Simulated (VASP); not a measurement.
B2P:

```
B P
1.0
     0.01025    0.01886    3.09446
     3.97609    0.01201    0.01320
     0.01490    4.92883    0.03010
B P
4 2
Direct
  0.98989 0.17100 0.40416
  0.01665 0.84295 0.60328
  0.50210 0.65135 0.09529
  0.51994 0.32118 0.92409
  0.97508 0.01501 0.99101
  0.49635 0.49851 0.48218
```

- Program: VASP 6.6.1
- Task: relaxation of cell and atoms
- Functional: PBE
- Potentials or basis: VASP PAW PBE potentials, release 64 (B, P)
- Cutoff: 600 eV
- k mesh: 8 × 6 × 6
- Occupations: gaussian, width 0.1 eV
- Spin: no spin polarisation

At the start: pressure 5.6 GPa; volume 10.11 Å³/atom.

Question: How do energy, volume and symmetry change on relaxing?

Answer: Over 93 steps the energy falls by 741.1 meV/atom and the volume is 9.86 Å³/atom (-2.4 %); space group P1 (No. 1, to 0.05 Å).

The path:
```csv
step,energy change (eV),largest force (eV/Å),pressure (GPa),volume (Å³)
1,0.0000,2.1617,5.60,60.64
4,-0.2742,0.3141,-0.51,61.44
7,-0.3004,0.2241,-0.33,61.08
10,-0.3102,0.1078,0.02,60.85
13,-0.3128,0.0785,-0.04,60.81
16,-0.3159,0.0926,-0.03,60.73
19,-0.3270,0.1900,-0.28,60.67
22,-0.3409,0.7206,-0.85,60.66
25,-0.3433,0.7835,-0.99,60.65
28,-0.3450,0.7984,-1.05,60.64
31,-0.3674,0.4792,-0.95,60.47
34,-0.3840,0.4301,-0.50,60.14
37,-0.4161,0.4312,1.26,59.41
40,-0.6087,1.2438,-1.37,59.83
43,-0.8266,2.6976,-2.38,60.38
46,-0.8425,3.0076,-2.14,60.47
49,-0.8526,3.7759,-0.58,60.71
52,-0.9634,3.3026,-1.57,60.58
55,-1.6345,2.0458,-0.46,60.27
58,-2.0419,2.0087,2.44,60.27
61,-2.8038,1.8422,0.56,62.17
64,-3.1896,2.0702,-2.06,62.64
67,-3.6382,1.3808,2.50,60.65
70,-3.8731,0.8170,-0.06,61.38
73,-4.1451,1.2758,0.71,59.60
76,-4.2799,0.8422,2.32,58.71
79,-4.4014,0.3474,-0.55,59.74
82,-4.4265,0.2115,0.15,59.32
85,-4.4433,0.1383,-0.05,59.22
88,-4.4457,0.0683,0.10,59.15
91,-4.4464,0.0198,-0.03,59.18
93,-4.4464,0.0116,0.01,59.17
```

Final structure:
```yaml
crystal:
  lattice:
    - [-0.21611, 0.20288, 3.15170]
    - [4.04635, 0.48420, -0.28410]
    - [0.70341, 4.76867, 0.26075]
  atoms:
    - { symbol: B, position: [0.09860, 0.27638, 0.28126] }
    - { symbol: B, position: [0.00250, 0.90006, 0.55585] }
    - { symbol: B, position: [0.66862, 0.49369, 0.20364] }
    - { symbol: B, position: [0.41543, 0.25546, 0.94799] }
    - { symbol: P, position: [0.85901, 0.96396, 0.93956] }
    - { symbol: P, position: [0.45583, 0.61046, 0.57171] }
```
